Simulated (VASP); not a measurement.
La2LuN3: single point with PBE

La2LuN3:

```
La Lu N
1.0
     3.19562   -4.87307    0.00000
     3.19562    4.87307    0.00000
     0.00000    0.00000    3.18091
La Lu N
2 1 3
Cartesian
  3.1956 2.7715 0.0000
  3.1956 -2.7715 0.0000
  3.1956 0.0000 0.0000
  0.0000 0.0000 0.0000
  1.5978 -2.4365 1.5905
  1.5978 2.4365 1.5905
```

```json
{"Program": "VASP 6.6.1", "Task": "single point", "Functional": "PBE", "Potentials or basis": "VASP PAW PBE potentials, release 64 (La, Lu, N)", "Cutoff": "520 eV", "k mesh": "4 × 4 × 6", "Occupations": "gaussian, width 0.1 eV", "Spin": "no spin polarisation", "Dipole correction": "no", "Further INCAR settings": "ALGO = Normal; EDIFF = 1e-06; NBANDS = 40"}
```

```
Pressure               : 32.7 GPa
Largest force          : 3.489 eV/Å
Band gap on the k mesh : zero (band 31 reaches 8.03 eV, above the bottom of band 32 at 6.90 eV)
```

Forces in eV/Å, atoms in the order of the input:
```
La   0.000  3.489  0.000
La   0.000 -3.489  0.000
Lu   0.000  0.000  0.000
N    0.000  0.000  0.000
N    0.000  0.000  0.000
N    0.000  0.000  0.000
```

Stress tensor (GPa, compression positive):
```
28.51  0.00  0.00
 0.00 31.29  0.00
 0.00  0.00 38.26
```

Levels at points of the mesh, in eV from the Fermi level:
```tsv
k point	band 28	band 29	band 30	band 31	band 32	band 33	band 34	band 35
(0.00, 0.00, 0.00)	-1.05	-1.02	-0.44	-0.20	0.08	0.31	1.10	1.22
(0.50, 0.00, 0.00)	-2.19	-1.75	-1.60	-0.87	-0.05	1.77	2.28	2.32
(0.50, 0.50, 0.00)	-1.38	-0.77	-0.67	-0.27	-0.09	0.37	1.57	2.06
(0.00, 0.00, 0.50)	-1.96	-1.01	0.45	0.77	1.22	1.54	1.82	1.85
(0.50, 0.00, 0.50)	-1.52	-1.29	-1.03	-0.99	0.36	1.13	1.85	2.68
(0.50, 0.50, 0.50)	-1.29	-0.92	-0.78	-0.38	0.63	0.98	1.04	1.28
```

Run time: 2.4 min on 1 thread of AMD EPYC 9R14 (Zen 4) (shared host), peak memory 0.27 GiB.

Caveat: spin-orbit coupling is left out, which moves the levels of the heavy elements; forces of over 1 eV/Å act on the atoms, so gaps and moduli don't describe the material at rest.
